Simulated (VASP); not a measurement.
**MgO: dielectric tensor with r2SCAN**

MgO:

```
Mg O
1.0
     0.00000    2.16523    2.16523
     2.16523    0.00000    2.16523
     2.16523    2.16523    0.00000
Mg O
1 1
Direct
  0.00000 0.00000 0.00000
  0.50000 0.50000 0.50000
```

This cell differs from its parent crystal: strain +3.0%.

```json
{
 "Program": "VASP 6.6.1",
 "Task": "dielectric tensor",
 "Functional": "r2SCAN",
 "Potentials or basis": "VASP PAW PBE potentials, release 64 (Mg, O)",
 "Cutoff": "520 eV",
 "k mesh": "8 × 8 × 8",
 "Occupations": "gaussian, width 0.01 eV",
 "Spin": "no spin polarisation",
 "Dipole correction": "no",
 "Further INCAR settings": "ALGO = Normal; EDIFF = 1e-08"
}
```

```json
{
 "Band gap on the k mesh": "4.80 eV, direct",
 "Electronic dielectric tensor (diagonal)": "3.02",
 "Born charges (mean of the diagonal)": "Mg +2.00; O -2.00 e"
}
```

Levels at points of the mesh, in eV from the valence-band top:
| k point | band 2 | band 3 | band 4 | band 5 | band 6 | band 7 |
| --- | --- | --- | --- | --- | --- | --- |
| (0.00, 0.00, 0.00) | 0.00 | 0.00 | 0.00 | 4.80 | 16.34 | 16.34 |
| (0.50, 0.00, 0.00) | -4.25 | -0.58 | -0.58 | 8.26 | 12.83 | 16.55 |
| (0.50, 0.50, 0.00) | -3.77 | -1.26 | -1.26 | 9.90 | 10.15 | 13.38 |

Electronic dielectric tensor:
```
3.02 0.00 0.00
0.00 3.02 0.00
0.00 0.00 3.02
```

Born effective charge tensors (e):
atom 1, Mg
```
2.00 0.00 0.00
0.00 2.00 0.00
0.00 0.00 2.00
```
atom 2, O
```
-2.00  0.00  0.00
 0.00 -2.00  0.00
 0.00  0.00 -2.00
```

Dipole moments of the cell (e·Å, modulo the quantum): ionic -12.991, -12.991, -12.991; electronic 0.000, 0.000, 0.002

Wall time 9.1 min on 1 thread of Intel(R) Xeon(R) Platinum 8488C (Sapphire Rapids), with other jobs on the host, peak memory 0.25 GiB.

Caveat: the cell differs from its parent crystal (strain +3.0%).
